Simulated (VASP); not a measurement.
# Mo (Cmmm) in VASP: further runs

Mo is run at these levels: r2SCAN; tasks: single point.

Everything below comes from runs of VASP 6.6.1. Logs are shortened: lines on timing, memory, paths and dates and some standing lists are left out, and cuts for length are marked.

## Step 1: The cell of the first run

The structure is orthorhombic, space group Cmmm (No. 65). The conventional cell has a = 2.462 Å, b = 5.212 Å, c = 2.555 Å, α = 90.00°, β = 90.00°, γ = 90.00°. Within 3.3 Å of Mo (site symmetry mmm) lie 8 Mo at 2.46 to 2.88 Å.

## Step 2: Single point, r2SCAN (strain -0.1000 x Voigt [1, -1, 0, 0, 0, 0])

POSCAR

```
Mo
1.0
    2.4619593575      0.0000000000      0.0000000000
   -1.2309796787      2.6059236459      0.0000000000
    0.0000000000      0.0000000000      2.5551807000
Mo
1
Direct
    0.0000000000      0.0000000000      0.5000000000
```

INCAR.step1

```
  PREC = Accurate
  ENCUT = 520
  ISMEAR = 0
  SIGMA = 0.15
  LREAL = F
  LASPH = T
  NELM = 80
  NBANDS = 13
  GGA = PE
  ALGO = Normal
  EDIFF = 1E-4
  LWAVE = T
  LCHARG = F
```

INCAR.step2

```
  PREC = Accurate
  ENCUT = 520
  EDIFF = 1E-6
  ISMEAR = 0
  SIGMA = 0.15
  LREAL = F
  LASPH = T
  NELM = 80
  ALGO = Normal
  ISIF = 2
  LWAVE = F
  LCHARG = F
  METAGGA = R2SCAN
  LMIXTAU = T
  NBANDS = 13
  ISTART = 1
```

KPOINTS

```
regular mesh
0
Gamma
  18 18 18
```

Potentials or basis: VASP PAW PBE potentials, release 64 (Mo_sv).

Started as:

```bash
$ cat potpaw_PBE.64/Mo_sv/POTCAR > POTCAR
$ cp INCAR.step1 INCAR
$ mpirun -np 1 vasp_std > vasp.out
$ cp INCAR.step2 INCAR
$ mpirun -np 1 vasp_std > vasp.out
```

OUTCAR:

```text
PREC = Accurate
   ENCUT = 520
   EDIFF = 1E-6
   ISMEAR = 0
   LREAL = F
   LASPH = T
   NELM = 80
   ISIF = 2
   METAGGA = R2SCAN
   ISTART = 1

 ion  position               nearest neighbor table
   1  0.000  0.000  0.500-

  LATTYP: Found a base centered orthorhombic cell.
 ALAT       =     2.4619593575
 B/A-ratio  =     2.1169509870
 C/A-ratio  =     1.0378646959

  Lattice vectors:

 A1 = (   1.2309796787,  -2.6059236459,   0.0000000000)
 A2 = (   1.2309796788,   2.6059236459,   0.0000000000)
 A3 = (   0.0000000000,   0.0000000000,   2.5551807000)

Analysis of symmetry for initial positions (statically):
=====================================================================
 Subroutine PRICEL returns:
 Original cell was already a primitive cell.

 Routine SETGRP: Setting up the symmetry group for a
 base centered orthorhombic supercell.

 Subroutine GETGRP returns: Found  8 space group operations
 (whereof  8 operations were pure point group operations)
 out of a pool of  8 trial point group operations.

The static configuration has the point symmetry D_2h.

Analysis of symmetry for dynamics (positions and initial velocities):
=====================================================================
 Subroutine PRICEL returns:
 Original cell was already a primitive cell.

 Routine SETGRP: Setting up the symmetry group for a
 base centered orthorhombic supercell.

 Subroutine GETGRP returns: Found  8 space group operations
 (whereof  8 operations were pure point group operations)
 out of a pool of  8 trial point group operations.

The dynamic configuration has the point symmetry D_2h.

 Subroutine INISYM returns: Found  8 space group operations
 (whereof  8 operations are pure point group operations),
 and found     1 'primitive' translations

----------------------------------------------------------------------------------------

                                     Primitive cell

  volume of cell :      16.3932

  direct lattice vectors                    reciprocal lattice vectors
     2.461959358  0.000000000  0.000000000     0.406180548  0.191870549  0.000000000
    -1.230979679  2.605923646  0.000000000     0.000000000  0.383741098  0.000000000
     0.000000000  0.000000000  2.555180700     0.000000000  0.000000000  0.391361754

  length of vectors
     2.461959358  2.882039038  2.555180700     0.449218148  0.383741098  0.391361754
[... 85 lines left out ...]
   ISIF   =      2    stress and relaxation
   ISYM   =      2    0-nonsym 1-usesym 2-fastsym
   POTIM  = 0.5000    time-step for ionic-motion
   TEBEG  =    0.0;   TEEND  =   0.0 temperature during run
   PSTRESS=    0.0 pullay stress
   NELECT =      14.0000    total number of electrons
   NUPDOWN=      -1.0000    fix difference up-down
   EMIN   =  10.00;   EMAX   =-10.00  energy-range for DOS
   EFERMI =   0.00;   METHOD = LEGACY
   ISMEAR =     0;   SIGMA  =   0.15  broadening in eV -4-tet -1-fermi 0-gaus
   EFERMI_NEDOS =   21; number of points for ismear=-14 and -15
   IALGO  =     38    algorithm
   IMIX   =      4    mixing-type and parameters
     AMIX     =   0.40;   BMIX     =  1.00
     AMIX_MAG =   1.60;   BMIX_MAG =  1.00
  volume/ion in A,a.u.               =      16.39       110.63
  Fermi-wavevector in a.u.,A,eV,Ry     =   1.553207  2.935136 32.823418  2.412453
  Thomas-Fermi vector in A             =   2.657472
   LORBIT       =      0    0 simple, 1 ext, 2 COOP (PROOUT), +10 PAW based schemes
   METAGGA = R2SCAN    functional components
   LHFCALC =     F    Hartree Fock is set to
   AEXX    =    0.0000 exact exchange contribution
   IVDW    =     0    specifies the selected vdW correction
   LEPSILON=     F    determine dielectric tensor
   LRPA    =     F    only Hartree local field effects (RPA)
 non-spin polarized calculation
 Gauss-broadening in eV      SIGMA  =   0.15
  energy-cutoff  :      520.00
  volume of cell :       16.39
 maximum number of plane-waves:       461
   NGX =  9   NGY = 11   NGZ =  9

 number of electron      14.0000000 magnetization

 Free energy of the ion-electron system (eV)
  ---------------------------------------------------
  ext. energy  EPLUGINS =         0.00000000
  ---------------------------------------------------
  free energy    TOTEN  =       -25.07103775 eV

  energy without entropy =      -25.06201637  energy(sigma->0) =      -25.06652706

 E-fermi :  11.8103     XC(G=0): -14.1621

 val. band max:       11.8099892040   @ k =   0.5000   0.1667   0.2778
 cond. band min:      11.8142684080   @ k =  -0.1667   0.0556   0.5000
 fundamental gap:      0.0042792040
 Fermi energy:        11.8102967353

 k-point     1 :       0.0000    0.0000    0.0000
  band No.  band energies     occupation
      1     -51.3505      2.00000
      2     -24.0832      2.00000
      3     -23.6864      2.00000
      4     -23.3183      2.00000
      5       4.5666      2.00000
      6       6.8871      2.00000
      7       8.5894      2.00000
      8      13.2440      0.00000
      9      15.5885      0.00000
     10      16.8278      0.00000
     11      25.1610      0.00000
     12      28.4858      0.00000
     13      32.1384      0.00000
[... 354 lines left out ...]
  band No.  band energies     occupation
      1     -51.1018      2.00000
      2     -24.8306      2.00000
      3     -24.1141      2.00000
      4     -23.5275      2.00000
      5       6.7242      2.00000
      6       8.0556      2.00000
      7      10.0823      2.00000
      8      12.5805      0.00000
      9      13.8679      0.00000
     10      15.4885      0.00000
     11      27.5800      0.00000
     12      28.6268      0.00000
     13      30.9764      0.00000

 [... further k-points ...]

------------------------ aborting loop because EDIFF is reached ----------------------------------------

  FORCE on cell =-STRESS in cart. coord.  units (eV):
  Direction    XX          YY          ZZ          XY          YZ          ZX
  --------------------------------------------------------------------------------------
  -------------------------------------------------------------------------------------
  Total        3.0540309     -0.3371747      0.0177290     -0.0000000      0.0000000      0.0000000
  in kB      298.4831555    -32.9534855      1.7327244     -0.0000000      0.0000000      0.0000000
  external PRESSURE =      89.0874648 kB  Pullay stress =       0.0000000 kB

 VOLUME and BASIS-vectors are now :
 -----------------------------------------------------------------------------
  energy-cutoff  :      520.00
  volume of cell :       16.39
      direct lattice vectors                 reciprocal lattice vectors
     2.461959358  0.000000000  0.000000000     0.406180548  0.191870549  0.000000000
    -1.230979679  2.605923646  0.000000000     0.000000000  0.383741098  0.000000000
     0.000000000  0.000000000  2.555180700     0.000000000  0.000000000  0.391361754

 POSITION                                       TOTAL-FORCE (eV/Angst)
 -----------------------------------------------------------------------------------
      0.00000      0.00000      1.27759         0.000000      0.000000      0.000000
 -----------------------------------------------------------------------------------
    total drift:                               -0.000000     -0.000000     -0.000000

  FREE ENERGIE OF THE ION-ELECTRON SYSTEM (eV)
  ---------------------------------------------------
  free  energy   TOTEN  =       -25.0710377471 eV

  energy  without entropy=      -25.0620163654  energy(sigma->0) =      -25.06652706
```

OUTCAR.step1:

```text
PREC = Accurate
   ENCUT = 520
   ISMEAR = 0
   LREAL = F
   LASPH = T
[... 601 lines left out ...]

 POSITION                                       TOTAL-FORCE (eV/Angst)
 -----------------------------------------------------------------------------------
      0.00000      0.00000      1.27759        -0.000000      0.000000      0.000000
 -----------------------------------------------------------------------------------
    total drift:                               -0.000000      0.000000     -0.000000

  FREE ENERGIE OF THE ION-ELECTRON SYSTEM (eV)
  ---------------------------------------------------
  free  energy   TOTEN  =        -9.9716247920 eV

  energy  without entropy=       -9.9610657374  energy(sigma->0) =       -9.96634526
```

OSZICAR.step1:

```text
N       E                     dE             d eps       ncg     rms          rms(c)
DAV:   1     0.112005363152E+03    0.11201E+03   -0.91754E+03 23916   0.112E+03
DAV:   2    -0.894265047949E+01   -0.12095E+03   -0.11688E+03 26855   0.331E+02
DAV:   3    -0.103802360934E+02   -0.14376E+01   -0.14328E+01 27410   0.370E+01
DAV:   4    -0.103845627538E+02   -0.43267E-02   -0.43266E-02 26780   0.229E+00
DAV:   5    -0.103845978630E+02   -0.35109E-04   -0.35107E-04 27765   0.175E-01    0.142E+01
DAV:   6    -0.100223896018E+02    0.36221E+00   -0.48102E-01 24260   0.816E+00    0.490E+00
DAV:   7    -0.997362050884E+01    0.48769E-01   -0.10351E-01 26810   0.362E+00    0.764E-01
DAV:   8    -0.997160392755E+01    0.20166E-02   -0.41009E-03 25275   0.761E-01    0.940E-02
DAV:   9    -0.997162479203E+01   -0.20864E-04   -0.51124E-05 18590   0.849E-02
   1 F= -.99716248E+01 E0= -.99663453E+01  d E =-.105591E-01
```

Run time: 6 min. Hardware: 1 thread of Intel Xeon 6975P-C, shared host; peak memory 0.28 GiB.

What came out:

```
Free energy            : -25.0710 eV
Pressure               : 8.9 GPa
Band gap on the k mesh : zero (band 7 reaches 13.54 eV, above the bottom of band 8 at 11.08 eV)
```

Caveat: the cell differs from its parent crystal (strain -0.1000 x Voigt [1, -1, 0, 0, 0, 0]); the PAW data sets were made with another functional, which shifts forces and pressure a little.

## Step 3: Single point, r2SCAN (strain +0.1000 x Voigt [1, -1, 0, 0, 0, 0])

POSCAR

```
Mo
1.0
    3.0090614369      0.0000000000      0.0000000000
   -1.5045307185      2.1321193467      0.0000000000
    0.0000000000      0.0000000000      2.5551807000
Mo
1
Direct
    0.0000000000      0.0000000000      0.5000000000
```

INCAR.step1

```
  ALGO = Normal
  EDIFF = 1E-4
  ENCUT = 520
  GGA = PE
  ISMEAR = 0
  LASPH = True
  LCHARG = False
  LREAL = False
  LWAVE = True
  NBANDS = 13
  NELM = 60
  PREC = Accurate
  SIGMA = 0.15
```

INCAR.step2

```
  ALGO = Normal
  EDIFF = 1E-7
  ENCUT = 520
  ISIF = 2
  ISMEAR = 0
  ISTART = 1
  LASPH = True
  LCHARG = False
  LMIXTAU = True
  LREAL = False
  LWAVE = False
  METAGGA = R2SCAN
  NBANDS = 13
  NELM = 60
  PREC = Accurate
  SIGMA = 0.15
```

KPOINTS

```
k-points
0
Gamma
  18 18 18
```

Potentials or basis: VASP PAW PBE potentials, release 64 (Mo_sv).

Started as:

```bash
$ cat potpaw_PBE.64/Mo_sv/POTCAR > POTCAR
$ cp INCAR.step1 INCAR
$ mpirun -np 1 vasp_std > vasp.out
$ cp INCAR.step2 INCAR
$ mpirun -np 1 vasp_std > vasp.out
```

Wall time 5 min (1 thread of Intel Xeon 6975P-C, shared host); peak memory 0.29 GiB.

Results (log left out):

```yaml
Free_energy: -25.1608 eV
Pressure: 6.4 GPa
Band_gap_on_the_k_mesh: zero (band 7 reaches 13.12 eV, above the bottom of band 8 at 11.02 eV)
```

Stress tensor (GPa, compression positive):
```
 4.25  0.00  0.00
 0.00 13.32  0.00
 0.00  0.00  1.65
```

Levels at points of the mesh, in eV from the Fermi level:
```
           k point  band 4  band 5  band 6  band 7  band 8  band 9  band 10  band 11
(0.00, 0.00, 0.00)  -35.50   -7.35   -4.95   -3.36    1.41    4.02     4.51    13.82
(0.50, 0.00, 0.00)  -35.43   -5.15   -3.78    0.24    0.80    3.25     4.11    10.32
(0.00, 0.50, 0.00)  -35.33   -5.84   -3.01    0.81    2.55    2.60     5.35    11.00
(0.00, 0.00, 0.50)  -35.34   -4.16   -2.43   -0.28    0.46    1.22     2.06    10.28
(0.50, 0.00, 0.50)  -35.53   -5.97   -3.71    0.47    3.54    6.29     6.39     6.70
(0.00, 0.50, 0.50)  -36.34   -5.59   -4.09   -2.07    5.65    6.46     7.22     9.66
```

Caveat: the cell differs from its parent crystal (strain +0.1000 x Voigt [1, -1, 0, 0, 0, 0]); the PAW data sets were made with another functional, which shifts forces and pressure a little.
